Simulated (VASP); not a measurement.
# In2TeO2 (P4/mmm) in VASP: notebook

Runs on In2TeO2. Level: PBE. Tasks: single point.

Program: VASP 6.6.1. These are calculated values, not measurements. Logs are shortened: lines on timing, memory, paths and dates and some standing lists are left out, and cuts for length are marked.

## (1) The cell of the first run

Symmetry: P4/mmm, No. 123, tetragonal system. Conventional cell: a = 3.253 Å, b = 3.253 Å, c = 9.743 Å, α = 90.00°, β = 90.00°, γ = 90.00°. In (site symmetry 4mm) has 5 O at 2.74 to 3.38 Å and 5 In at 2.99 to 3.25 Å within 3.6 Å. Within 3.0 Å of Te (site symmetry 4/mmm) lie 4 O at 2.30 Å. O (site symmetry 4/mmm) has 8 In at 2.74 Å and 4 O at 3.25 Å within 3.6 Å. Within 3.0 Å of O (site symmetry 4/mmm) lie 4 Te at 2.30 Å.

The cell was generated, and may not be a known phase.

## (2) Single point, PBE

The input, INCAR:

```
PREC     = Accurate       # precision mode
ENCUT    = 520            # plane-wave cutoff, eV
EDIFF    = 1E-7           # SCF threshold, eV
ISMEAR   = 0              # smearing method
SIGMA    = 0.1            # smearing width, eV
LREAL    = F              # projectors in reciprocal space
LASPH    = T              # aspherical terms in the spheres
NELM     = 100            # most SCF steps
ALGO     = Fast           # electronic algorithm
ISIF     = 2              # what is computed and relaxed
LWAVE    = F              # write WAVECAR
LCHARG   = T              # write CHGCAR
GGA      = PE             # functional
LELF     = T              # ELF
LVHAR    = T            
NBANDS   = 30             # bands
```

The input, KPOINTS:

```
regular mesh
0
Gamma
  4 4 4
```

The input, POSCAR:

```
In2TeO2
1.0
    3.2532618816      0.0000000000      0.0000000000
    0.0000000000      3.2532618816      0.0000000000
    0.0000000000      0.0000000000      9.7431617695
In Te O
2 1 2
Direct
    0.0000000000      0.0000000000      0.8466214657
    0.0000000000      0.0000000000      0.1533785343
    0.5000000000      0.5000000000      0.5000000000
    0.5000000000      0.5000000000      0.0000000000
    0.0000000000      0.0000000000      0.5000000000
```

Potentials or basis: VASP PAW PBE potentials, release 64 (In_d, Te, O).

On the command line:

```sh
$ cat potpaw_PBE.64/In_d/POTCAR potpaw_PBE.64/Te/POTCAR potpaw_PBE.64/O/POTCAR > POTCAR
$ mpirun -np 1 vasp_std > vasp.out
```

OUTCAR:

```text
PREC = Accurate
   ENCUT = 520
   EDIFF = 1E-7
   ISMEAR = 0
   LREAL = F
   LASPH = T
   NELM = 100
   ISIF = 2
   GGA = PE

 ion  position               nearest neighbor table
   1  0.000  0.000  0.847-   4 2.74   4 2.74   4 2.74   4 2.74   2 2.99
   2  0.000  0.000  0.153-   4 2.74   4 2.74   4 2.74   4 2.74   1 2.99
   3  0.500  0.500  0.500-   5 2.30   5 2.30   5 2.30   5 2.30
   4  0.500  0.500  0.000-   1 2.74   2 2.74   1 2.74   2 2.74   1 2.74   2 2.74   1 2.74   2 2.74

   5  0.000  0.000  0.500-   3 2.30   3 2.30   3 2.30   3 2.30

  LATTYP: Found a simple tetragonal cell.
 ALAT       =     3.2532618816
 C/A-ratio  =     2.9948900900

  Lattice vectors:

 A1 = (   3.2532618816,   0.0000000000,   0.0000000000)
 A2 = (   0.0000000000,   3.2532618816,   0.0000000000)
 A3 = (   0.0000000000,   0.0000000000,   9.7431617695)

Analysis of symmetry for initial positions (statically):
=====================================================================
 Subroutine PRICEL returns:
 Original cell was already a primitive cell.

 Routine SETGRP: Setting up the symmetry group for a
 simple tetragonal supercell.

 Subroutine GETGRP returns: Found 16 space group operations
 (whereof 16 operations were pure point group operations)
 out of a pool of 16 trial point group operations.

The static configuration has the point symmetry D_4h.

Analysis of symmetry for dynamics (positions and initial velocities):
=====================================================================
 Subroutine PRICEL returns:
 Original cell was already a primitive cell.

 Routine SETGRP: Setting up the symmetry group for a
 simple tetragonal supercell.

 Subroutine GETGRP returns: Found 16 space group operations
 (whereof 16 operations were pure point group operations)
 out of a pool of 16 trial point group operations.

The dynamic configuration has the point symmetry D_4h.

 Subroutine INISYM returns: Found 16 space group operations
 (whereof 16 operations are pure point group operations),
 and found     1 'primitive' translations

----------------------------------------------------------------------------------------

                                     Primitive cell

  volume of cell :     103.1188

  direct lattice vectors                    reciprocal lattice vectors
     3.253261882  0.000000000  0.000000000     0.307383800  0.000000000  0.000000000
     0.000000000  3.253261882  0.000000000     0.000000000  0.307383800  0.000000000
     0.000000000  0.000000000  9.743161770     0.000000000  0.000000000  0.102636087

  length of vectors
     3.253261882  3.253261882  9.743161770     0.307383800  0.307383800  0.102636087

  position of ions in fractional coordinates (direct lattice)
     0.000000000  0.000000000  0.846621466
     0.000000000  0.000000000  0.153378534
     0.500000000  0.500000000  0.500000000
     0.500000000  0.500000000  0.000000000
     0.000000000  0.000000000  0.500000000

  ion indices of the primitive-cell ions
   primitive index   ion index
                 1           1
                 2           2
                 3           3
                 4           4
                 5           5

----------------------------------------------------------------------------------------

 KPOINTS: regular mesh

Automatic generation of k-mesh.
 Grid dimensions read from file:
 generate k-points for:    4    4    4

 Generating k-lattice:

  Cartesian coordinates                     Fractional coordinates (reciprocal lattice)
     0.076845950  0.000000000  0.000000000     0.250000000  0.000000000  0.000000000
     0.000000000  0.076845950  0.000000000     0.000000000  0.250000000  0.000000000
     0.000000000  0.000000000  0.025659022     0.000000000  0.000000000  0.250000000

  Length of vectors
     0.076845950  0.076845950  0.025659022

  Shift w.r.t. Gamma in fractional coordinates (k-lattice)
     0.000000000  0.000000000  0.000000000

 Subroutine IBZKPT returns following result:
 ===========================================

 Found     18 irreducible k-points:

 Following reciprocal coordinates:
            Coordinates               Weight
  0.000000  0.000000  0.000000      1.000000
  0.250000  0.000000  0.000000      4.000000
  0.500000  0.000000  0.000000      2.000000
  0.250000  0.250000  0.000000      4.000000
  0.500000  0.250000  0.000000      4.000000
  0.500000  0.500000  0.000000      1.000000
[... 10 lines left out ...]
  0.500000  0.250000  0.500000      4.000000
  0.500000  0.500000  0.500000      1.000000
   k-points           NKPTS =     18   k-points in BZ     NKDIM =     18   number of bands    NBANDS=     30
   number of dos      NEDOS =    301   number of ions     NIONS =      5
   total plane-waves  NPLWV =  41472
   dimension x,y,z NGX =    24 NGY =   24 NGZ =   72
   dimension x,y,z NGXF=    48 NGYF=   48 NGZF=  144
   ions per type =               2   1   2
   NGX,Y,Z   is equivalent  to a cutoff of  12.26, 12.26, 12.29 a.u.
[... 51 lines left out ...]

 Free energy of the ion-electron system (eV)
  ---------------------------------------------------
  ext. energy  EPLUGINS =         0.00000000
  ---------------------------------------------------
  free energy    TOTEN  =       -19.43572464 eV

  energy without entropy =      -19.42596131  energy(sigma->0) =      -19.43084297

 E-fermi :   5.7220     XC(G=0):  -9.9097

 val. band max:        5.6797244999   @ k =   0.5000   0.2500   0.5000
 cond. band min:       5.7436870734   @ k =   0.0000   0.0000   0.2500
 fundamental gap:      0.0639625735
 Fermi energy:         5.7220433470

 k-point     1 :       0.0000    0.0000    0.0000
  band No.  band energies     occupation
      1     -14.3230      2.00000
      2     -10.9403      2.00000
      3      -8.3996      2.00000
      4      -8.3853      2.00000
      5      -8.3584      2.00000
      6      -8.0925      2.00000
[... 22 lines left out ...]
     29      14.2021      0.00000
     30      14.2249      0.00000

 k-point     2 :       0.2500    0.0000    0.0000
  band No.  band energies     occupation
      1     -13.9546      2.00000
      2     -10.8220      2.00000
      3      -8.3846      2.00000
      4      -8.2632      2.00000
      5      -8.2300      2.00000
      6      -8.0701      2.00000
[... 22 lines left out ...]
     29      14.3045      0.00000
     30      14.8709      0.00000

 k-point     3 :       0.5000    0.0000    0.0000
  band No.  band energies     occupation
      1     -13.5026      2.00000
      2     -10.7055      2.00000
      3      -8.3722      2.00000
      4      -8.2118      2.00000
      5      -8.0773      2.00000
      6      -8.0735      2.00000
[... 22 lines left out ...]
     29      12.9378      0.00000
     30      15.1266      0.00000

 k-point     4 :       0.2500    0.2500    0.0000
  band No.  band energies     occupation
      1     -13.6267      2.00000
      2     -10.7150      2.00000
      3      -8.3070      2.00000
      4      -8.1641      2.00000
      5      -8.1184      2.00000
      6      -8.1103      2.00000
[... 22 lines left out ...]
     29      12.0004      0.00000
     30      12.3732      0.00000

 k-point     5 :       0.5000    0.2500    0.0000
  band No.  band energies     occupation
      1     -13.2410      2.00000
      2     -10.6080      2.00000
      3      -8.2769      2.00000
      4      -8.2086      2.00000
      5      -8.1496      2.00000
      6      -8.1311      2.00000
[... 22 lines left out ...]
     29      11.9739      0.00000
     30      12.0616      0.00000
[... 328 lines left out ...]
     29      14.5751      0.00000
     30      14.6256      0.00000

 k-point    16 :       0.2500    0.2500    0.5000
  band No.  band energies     occupation
      1     -13.6268      2.00000
      2     -10.7151      2.00000
      3      -8.3088      2.00000
      4      -8.1640      2.00000
      5      -8.1183      2.00000
      6      -8.1095      2.00000
[... 22 lines left out ...]
     29      10.8975      0.00000
     30      12.0862      0.00000

 k-point    17 :       0.5000    0.2500    0.5000
  band No.  band energies     occupation
      1     -13.2409      2.00000
      2     -10.6079      2.00000
      3      -8.2785      2.00000
      4      -8.2070      2.00000
      5      -8.1495      2.00000
      6      -8.1313      2.00000
[... 22 lines left out ...]
     29      12.1934      0.00000
     30      12.9756      0.00000

 k-point    18 :       0.5000    0.5000    0.5000
  band No.  band energies     occupation
      1     -12.9489      2.00000
      2     -10.5095      2.00000
      3      -8.2363      2.00000
      4      -8.2363      2.00000
      5      -8.2257      2.00000
      6      -8.2211      2.00000
[... 22 lines left out ...]
     29      10.0128      0.00000
     30      12.4537      0.00000

------------------------ aborting loop because EDIFF is reached ----------------------------------------

  FORCE on cell =-STRESS in cart. coord.  units (eV):
  Direction    XX          YY          ZZ          XY          YZ          ZX
  --------------------------------------------------------------------------------------
  -------------------------------------------------------------------------------------
  Total       -0.1850031     -0.1850031      0.1280010      0.0000000      0.0000000      0.0000000
  in kB       -2.8744299     -2.8744299      1.9887767      0.0000000      0.0000000      0.0000000
  external PRESSURE =      -1.2533611 kB  Pullay stress =       0.0000000 kB

 VOLUME and BASIS-vectors are now :
 -----------------------------------------------------------------------------
  energy-cutoff  :      520.00
  volume of cell :      103.12
      direct lattice vectors                 reciprocal lattice vectors
     3.253261882  0.000000000  0.000000000     0.307383800  0.000000000  0.000000000
     0.000000000  3.253261882  0.000000000     0.000000000  0.307383800  0.000000000
     0.000000000  0.000000000  9.743161770     0.000000000  0.000000000  0.102636087

 POSITION                                       TOTAL-FORCE (eV/Angst)
 -----------------------------------------------------------------------------------
      0.00000      0.00000      8.24877         0.000000      0.000000     -0.010336
      0.00000      0.00000      1.49439         0.000000      0.000000      0.010336
      1.62663      1.62663      4.87158        -0.000000     -0.000000      0.000000
      1.62663      1.62663      0.00000        -0.000000     -0.000000      0.000000
      0.00000      0.00000      4.87158        -0.000000     -0.000000      0.000000
 -----------------------------------------------------------------------------------
    total drift:                                0.000000     -0.000000      0.000000

  FREE ENERGIE OF THE ION-ELECTRON SYSTEM (eV)
  ---------------------------------------------------
  free  energy   TOTEN  =       -19.4357246403 eV

  energy  without entropy=      -19.4259613075  energy(sigma->0) =      -19.43084297
```

Run time: 2.7 min. Hardware: 1 thread of Oxide Virtual Turin-like, shared host; peak memory 0.19 GiB.

What came out:

- Free energy: -19.4357 eV
- Pressure: -0.1 GPa
- Largest force: 0.010 eV/Å
- Band gap on the k mesh: zero (bands 22 and 23 overlap by 1.12 eV)

Forces on the atoms (eV/Å):
```
In   0.000  0.000 -0.010
In   0.000  0.000  0.010
Te   0.000  0.000  0.000
O    0.000  0.000  0.000
O    0.000  0.000  0.000
```

Levels at points of the mesh, in eV from the Fermi level:
```tsv
k point	band 18	band 19	band 20	band 21	band 22	band 23	band 24	band 25	band 26	band 27
(0.00, 0.00, 0.00)	-4.84	-1.42	-1.42	-0.73	0.46	0.80	4.95	4.95	5.49	6.68
(0.50, 0.00, 0.00)	-2.00	-1.99	-1.77	-1.66	-1.05	-0.12	0.09	1.86	2.97	4.03
(0.50, 0.50, 0.00)	-3.33	-1.62	-1.55	-0.31	0.95	1.75	1.75	2.87	2.87	3.91
(0.00, 0.00, 0.50)	-4.60	-1.42	-1.42	-0.77	-0.17	2.05	4.81	4.95	4.95	5.49
(0.50, 0.00, 0.50)	-2.72	-2.24	-1.60	-1.40	-1.05	-0.17	0.79	1.86	2.26	3.98
(0.50, 0.50, 0.50)	-3.33	-1.61	-1.48	-0.34	0.74	1.81	1.81	2.95	2.95	3.77
```

Caveat: the k points lie up to 0.48 Å⁻¹ apart, too coarse for converged energies and pressures of a metal; spin-orbit coupling is left out, which moves the levels of the heavy elements.

## (3) Single point, PBE

This run uses another cell than the first one, of 20.67 Å³/atom.

The input, INCAR:

```
PREC = Accurate
ENCUT = 520
EDIFF = 1E-6
ISMEAR = 0
SIGMA = 0.1
LREAL = False
LASPH = True
NELM = 60
ALGO = Fast
ISIF = 2
LWAVE = False
LCHARG = True
GGA = PE
LELF = True
LVHAR = True
NBANDS = 30
```

The input, KPOINTS:

```
Automatic mesh
0
Gamma
  6 6 2
```

The input, POSCAR:

```
In2TeO2
1.0
    3.2617570535      0.0000000000      0.0000000000
    0.0000000000      3.2617570535      0.0000000000
    0.0000000000      0.0000000000      9.7155080649
In Te O
2 1 2
Direct
    0.0000000000      0.0000000000      0.8462961292
    0.0000000000      0.0000000000      0.1537038708
    0.5000000000      0.5000000000      0.5000000000
    0.5000000000      0.5000000000      0.0000000000
    0.0000000000      0.0000000000      0.5000000000
```

Potentials or basis: VASP PAW PBE potentials, release 64 (In_d, Te, O).

On the command line:

```sh
$ cat potpaw_PBE.64/In_d/POTCAR potpaw_PBE.64/Te/POTCAR potpaw_PBE.64/O/POTCAR > POTCAR
$ mpirun -np 1 vasp_std > vasp.out
```

It took 2.6 min on 1 thread of Oxide Virtual Turin-like, shared host; peak memory 0.19 GiB.

It converged, with:

```yaml
Free_energy: -19.3768 eV
Pressure: -0.2 GPa
Largest_force: 0.004 eV/Å
Band_gap_on_the_k_mesh: zero (bands 22 and 23 overlap by 1.12 eV)
```

Forces on the atoms (eV/Å):
```
In   0.000  0.000  0.004
In   0.000  0.000 -0.004
Te   0.000  0.000  0.000
O    0.000  0.000  0.000
O    0.000  0.000  0.000
```

Stress tensor (GPa, compression positive):
```
-0.25  0.00  0.00
 0.00 -0.25  0.00
 0.00  0.00 -0.11
```

Levels at points of the mesh, in eV from the Fermi level:
```tsv
k point	band 19	band 20	band 21	band 22	band 23	band 24	band 25	band 26
(0.00, 0.00, 0.00)	-1.55	-1.55	-0.86	0.38	0.64	4.76	4.76	5.38
(0.50, 0.00, 0.00)	-2.07	-1.91	-1.80	-1.20	-0.22	0.02	1.69	2.87
(0.50, 0.50, 0.00)	-1.77	-1.64	-0.49	0.85	1.67	1.67	2.74	2.74
(0.00, 0.00, 0.50)	-1.55	-1.55	-0.90	-0.30	1.96	4.72	4.76	4.76
(0.50, 0.00, 0.50)	-2.39	-1.75	-1.51	-1.20	-0.27	0.72	1.69	2.15
(0.50, 0.50, 0.50)	-1.75	-1.57	-0.52	0.63	1.73	1.73	2.84	2.84
```

Caveat: spin-orbit coupling is left out, which moves the levels of the heavy elements.

## (4) Single point, PBE

This run uses another cell than the first one, of 24.00 Å³/atom.

The input, INCAR:

```
SYSTEM = In2TeO2
  ALGO = Normal
  EDIFF = 1E-6
  ENCUT = 520
  GGA = PE
  ISIF = 2
  ISMEAR = 0
  LASPH = .True.
  LCHARG = .False.
  LREAL = .False.
  LWAVE = .False.
  NBANDS = 30
  NELM = 100
  PREC = Accurate
  SIGMA = 0.1
```

The input, KPOINTS:

```
k-points
0
Gamma
  4 4 4
  0 0 0
```

The input, POSCAR:

```
In2TeO2
1.0
    4.5003012400      0.0000000000      0.0000000000
    0.0000000000      4.5003012400      0.0000000000
    0.0000000000      0.0000000000      5.9239464000
In Te O
2 1 2
Direct
    0.0000000000      0.0000000000      0.8004285600
    0.0000000000      0.0000000000      0.1995714400
    0.5000000000      0.5000000000      0.5000000000
    0.5000000000      0.5000000000      0.0000000000
    0.0000000000      0.0000000000      0.5000000000
```

On the command line:

```sh
$ cat potpaw_PBE.64/In_d/POTCAR potpaw_PBE.64/Te/POTCAR potpaw_PBE.64/O/POTCAR > POTCAR
$ mpirun -np 1 vasp_std > vasp.out
```

It took 2.1 min on 1 thread of Oxide Virtual Turin-like, shared host; peak memory 0.23 GiB.

The run converged. Its results:

```
Free energy            : -15.8316 eV
Pressure               : 7.6 GPa
Largest force          : 1.512 eV/Å
Band gap on the k mesh : zero (bands 22 and 23 overlap by 0.80 eV)
```

Forces on the atoms (eV/Å):
```
In   0.000  0.000  1.512
In   0.000  0.000 -1.512
Te   0.000  0.000  0.000
O    0.000  0.000  0.000
O    0.000  0.000  0.000
```

Stress tensor (GPa, compression positive):
```
-2.22  0.00  0.00
 0.00 -2.22  0.00
 0.00  0.00 27.27
```

Levels at points of the mesh, in eV from the Fermi level:
| k point | band 19 | band 20 | band 21 | band 22 | band 23 | band 24 | band 25 | band 26 |
| --- | --- | --- | --- | --- | --- | --- | --- | --- |
| (0.00, 0.00, 0.00) | -1.41 | -1.41 | 0.37 | 0.37 | 1.04 | 3.87 | 4.02 | 4.02 |
| (0.50, 0.00, 0.00) | -1.48 | -1.41 | -0.78 | -0.12 | 0.97 | 1.13 | 2.65 | 3.27 |
| (0.50, 0.50, 0.00) | -1.83 | -1.83 | -0.08 | -0.08 | 1.37 | 2.39 | 2.39 | 3.04 |
| (0.00, 0.00, 0.50) | -1.47 | -1.47 | -0.60 | 0.15 | 0.15 | 0.45 | 2.80 | 2.80 |
| (0.50, 0.00, 0.50) | -1.77 | -1.47 | -1.20 | -0.77 | -0.43 | 1.91 | 1.95 | 2.41 |
| (0.50, 0.50, 0.50) | -2.25 | -1.40 | -0.65 | -0.38 | -0.38 | 0.85 | 1.66 | 1.66 |

Caveat: the stress differs along the axes, from -2 to 27 GPa; spin-orbit coupling is left out, which moves the levels of the heavy elements; forces of over 1 eV/Å act on the atoms, so gaps and moduli don't describe the material at rest.

## (5) Overview

| cell | k mesh | gap on the mesh (eV) | pressure (GPa) | largest force (eV/Å) |
| --- | --- | --- | --- | --- |
| a = 3.253, b = 3.253, c = 9.743 Å, 5 atoms, atomic positions A | 4 × 4 × 4 | none | -0.1 | 0.01 |
| a = 3.262, b = 3.262, c = 9.716 Å, 5 atoms, atomic positions B | 6 × 6 × 2 | none | -0.2 | - |
| a = 4.500, b = 4.500, c = 5.924 Å, 5 atoms, atomic positions C | 4 × 4 × 4 | none | 7.6 | 1.51 |

Alike in all rows: task single point; level PBE; potentials or basis VASP PAW PBE potentials, release 64 (In_d, Te, O); no spin polarisation; cutoff (eV) 520; smearing gaussian 0.1 eV.

Caveats: some runs use coarse meshes; spin-orbit coupling is left out, which moves the levels of the heavy elements; the stress differs along the axes, from -2 to 27 GPa (at least some runs); forces of over 1 eV/Å act on the atoms, so gaps and moduli don't describe the material at rest (at least some runs).

Total energies depend on the potentials used, so only differences within one code and one set of settings carry meaning.

The gap in the log of VASP goes by the Fermi energy; the results here count the filled bands.